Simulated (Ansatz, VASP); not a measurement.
One calculation of BaMgAsF, two programs

Contents of INCAR:

```
SYSTEM = BaMgAsF
PREC = Accurate
ENCUT = 600
EDIFF = 1E-6
ISMEAR = 0
SIGMA = 0.02
LREAL = .FALSE.
LASPH = .TRUE.
NELM = 60
ALGO = Normal
ISIF = 3
LWAVE = .FALSE.
LCHARG = .FALSE.
GGA = PE
IVDW = 12
IBRION = 2
NSW = 70
EDIFFG = -0.005
```

The input KPOINTS:

```
regular mesh
0
G
  6 6 4
  0 0 0
```

Contents of POSCAR:

```
BaMgAsF
1.0
    4.4176333074      0.0000000000      0.0000000000
    0.0000000000      4.4176333074      0.0000000000
    0.0000000000      0.0000000000      9.6873358226
Ba As Mg F
2 2 2 2
Direct
    0.5000000000      0.0000000000      0.1547361974
    0.0000000000      0.5000000000      0.8452638026
    0.5000000000      0.0000000000      0.6613527585
    0.0000000000      0.5000000000      0.3386472415
    0.5000000000      0.5000000000      0.5000000000
    0.0000000000      0.0000000000      0.5000000000
    0.5000000000      0.5000000000      0.0000000000
    0.0000000000      0.0000000000      0.0000000000
```

Input for Ansatz:

```yaml
crystal:
  lattice:
    - [4.4176333074, 0.0, 0.0]
    - [0.0, 4.4176333074, 0.0]
    - [0.0, 0.0, 9.6873358226]
  atoms:
    - { symbol: Ba, position: [0.5, 0.0, 0.1547361974] }
    - { symbol: Ba, position: [0.0, 0.5, 0.8452638026] }
    - { symbol: As, position: [0.5, 0.0, 0.6613527585] }
    - { symbol: As, position: [0.0, 0.5, 0.3386472415] }
    - { symbol: Mg, position: [0.5, 0.5, 0.5] }
    - { symbol: Mg, position: [0.0, 0.0, 0.5] }
    - { symbol: F, position: [0.5, 0.5, 0.0] }
    - { symbol: F, position: [0.0, 0.0, 0.0] }
basis:
  ecutwfc: 420
kpoints:
  mp_grid: { grid: [6, 6, 4] }
hamiltonian:
  xc: pbe
  dispersion: d3bj
scf:
  occupations: { method: gaussian, width: 0.02 }
output:
  forces: true
  stress: true
  eigenvalues: true
relax:
  adjacent_minimum: "off"
  f_tol: 0.005
  max_steps: 50
  cell: { stress_tol: 0.05 }
```

Alike in both runs: task relaxation of cell and atoms; functional PBE; dispersion D3(BJ); k mesh 6 × 6 × 4; occupations gaussian, width 0.02 eV; no spin polarisation.

```csv
,VASP,Ansatz
version,VASP 6.6.1,Ansatz 0.2.0
potentials or method,"VASP PAW PBE potentials, release 64 (Ba_sv, As, Mg, F), cutoff 600 eV","scalar-relativistic, plane waves, PAW"
valence electrons in the cell,48,84
```

```csv
,VASP,Ansatz,Ansatz less VASP
"gap on the k mesh at the Fermi level, each at its own relaxed structure (eV)",1.56,1.58,+0.014
relaxed volume (Å³/atom),22.94,22.71,-0.235
relaxed cell length with the largest relative difference (Å),9.583,9.525,-0.0579
```

VASP's potentials hold 48 valence electrons a cell and Ansatz's 84, so a difference there can come from the potentials and not from the codes.

Spin-orbit coupling is off throughout.
